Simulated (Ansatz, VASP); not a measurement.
# One calculation of I, two programs

```
I
1.0
     3.67192   -2.24053    0.00000
     3.67192    2.24053    0.00000
     0.00000    0.00000    9.65213
I
4
Direct
  0.82886 0.17114 0.87757
  0.32886 0.67114 0.62243
  0.17114 0.82886 0.12243
  0.67114 0.32886 0.37757
```

Alike in both runs: task single point; functional PBE; dispersion D3(BJ); k mesh 8 × 8 × 4; occupations gaussian, width 0.02 eV; no spin polarisation.

|  | VASP | Ansatz |
| --- | --- | --- |
| version | VASP 6.6.1 | Ansatz 0.2.0 |
| potentials or method | VASP PAW PBE potentials, release 64 (I), cutoff 520 eV | scalar-relativistic, plane waves, PAW |
| valence electrons in the cell | 28 | 68 |

|  | VASP | Ansatz | Ansatz less VASP |
| --- | --- | --- | --- |
| gap on the k mesh at the Fermi level (eV) | 0.84 | 0.84 | -0.002 |
| least direct gap on the mesh (eV) | 1.15 | 1.14 | -0.008 |
| pressure (GPa) | 0.0 | 0.0 | +0.04 |
| rms of the force components (eV/Å) | 0.009 | 0.000 | -0.0081 |

Atom by atom the forces differ by 0.009 eV/Å (rms over components). VASP's potentials hold 28 valence electrons a cell and Ansatz's 68, so a difference there can come from the potentials and not from the codes.

Spin-orbit coupling is off throughout.
